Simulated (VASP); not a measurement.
Write the native input for VASP 6.6.1 that does the following.

```yaml
Task: single point
Functional: r2SCAN
Potentials_or_basis: VASP PAW PBE potentials, release 64 (Ir, Ge_d, F)
Cutoff: 520 eV
k_mesh: 5 × 5 × 5
Occupations: fermi-dirac, width 0.1 eV
Spin: no spin polarisation
Dipole_correction: no
Further_INCAR_settings: ALGO = Normal; EDIFF = 1e-06; NBANDS = 55
```

The system is GeIrF3.

```
Ir Ge F
1.0
     2.78082    4.81652    0.00000
    -2.78082    4.81652    0.00000
    -2.78082    1.60550    5.12598
Ir Ge F
2 2 6
Direct
  0.33935 0.32130 0.01804
  0.66065 0.67870 0.98196
  0.19153 0.61694 0.57460
  0.80847 0.38306 0.42540
  0.66211 0.17743 0.64394
  0.16046 0.01818 0.64394
  0.82136 0.51652 0.64394
  0.33789 0.82257 0.35606
  0.83954 0.98182 0.35606
  0.17864 0.48348 0.35606
```

The input as run:

POSCAR

```
GeIrF3
1.0
    2.7808180649      4.8165181750      0.0000016879
   -2.7808180649      4.8165181750      0.0000016879
   -2.7808180649      1.6055042620      5.1259787661
Ir Ge F
2 2 6
Direct
    0.3393476125      0.3213047749      0.0180428376
    0.6606523875      0.6786952251      0.9819571624
    0.1915322677      0.6169354645      0.5745968032
    0.8084677323      0.3830645355      0.4254031968
    0.6621136982      0.1774277709      0.6439365653
    0.1604585309      1.0181771329      0.6439365653
    0.8213643362      0.5165219656      0.6439365653
    0.3378863018      0.8225722291      0.3560634347
    0.8395414691     -0.0181771329      0.3560634347
    0.1786356638      0.4834780344      0.3560634347
```

INCAR.step1

```
PREC = Accurate
ENCUT = 520
ISMEAR = -1
SIGMA = 0.1
LREAL = False
LASPH = True
NELM = 100
NBANDS = 55
GGA = PE
ALGO = Normal
EDIFF = 1E-4
LWAVE = True
LCHARG = False
```

INCAR.step2

```
PREC = Accurate
ENCUT = 520
EDIFF = 1E-6
ISMEAR = -1
SIGMA = 0.1
LREAL = False
LASPH = True
NELM = 100
ALGO = Normal
ISIF = 2
LWAVE = False
LCHARG = False
METAGGA = R2SCAN
LMIXTAU = True
NBANDS = 55
ISTART = 1
```

KPOINTS

```
regular mesh
0
Gamma
  5 5 5
```

Potentials or basis: VASP PAW PBE potentials, release 64 (Ir, Ge_d, F).

Run with:

```bash
$ cat potpaw_PBE.64/Ir/POTCAR potpaw_PBE.64/Ge_d/POTCAR potpaw_PBE.64/F/POTCAR > POTCAR
$ cp INCAR.step1 INCAR
$ mpirun -np 1 vasp_std > vasp.out
$ cp INCAR.step2 INCAR
$ mpirun -np 1 vasp_std > vasp.out
```

It gave:

```yaml
Pressure: 0.7 GPa
Largest_force: 0.313 eV/Å
Band_gap_on_the_k_mesh: zero (band 44 reaches 3.37 eV, above the bottom of band 45 at 2.71 eV)
```

Caveat: the PAW data sets were made with another functional, which shifts forces and pressure a little; spin-orbit coupling is left out, which moves the levels of the heavy elements.

It took 24 min on 1 thread of AMD EPYC 7R43 64-Core Processor (Zen 3), on a shared host, peak memory 0.35 GiB.
